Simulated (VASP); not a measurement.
A run of VASP 6.6.1:

Contents of INCAR:

```
PREC = Accurate ; ENCUT = 520
EDIFF = 1E-7 ; ISMEAR = 0
SIGMA = 0.1 ; LREAL = False
LASPH = True ; NELM = 60
ALGO = Normal ; ISIF = 2
LWAVE = False ; LCHARG = False
LDIPOL = True ; IDIPOL = 3
DIPOL = 0.5 0.5 0.500 ; GGA = PS
NBANDS = 24
```

The input KPOINTS:

```
regular mesh
0
Gamma
  12 12 1
```

Contents of POSCAR:

```
Al
1.0
    2.8362844918      0.0000000000      0.0000000000
   -1.4181422459      2.4562944222      0.0000000000
    0.0000000000      0.0000000000     35.6442989127
Al
9
Direct
    0.3333333333      0.6666666667      0.2384673078
    0.0000000000      0.0000000000      0.3038504808
    0.6666666667      0.3333333333      0.3692336539
    0.0000000000      0.0000000000      0.4346168269
    0.3333333333      0.6666666667      0.4994514265
    0.0000000000      0.0000000000      0.5642590145
    0.6666666667      0.3333333333      0.6300985772
    0.0000000000      0.0000000000      0.6953298058
    0.3333333333      0.6666666667      0.7613724444
```

Potentials or basis: VASP PAW PBE potentials, release 64 (Al).

Run with:

```bash
$ cat potpaw_PBE.64/Al/POTCAR > POTCAR
$ mpirun -np 1 vasp_std > vasp.out
```

Hardware: 1 thread of Intel(R) Xeon(R) 6975P-C (Granite Rapids), on a shared host.

**Question.** Estimate the wall time of this run.

**Answer.** Run time: 2.6 min on 1 thread of Intel(R) Xeon(R) 6975P-C (Granite Rapids), with other jobs on the host, peak memory 0.41 GiB. Counts: scf iterations 32, k points 19.
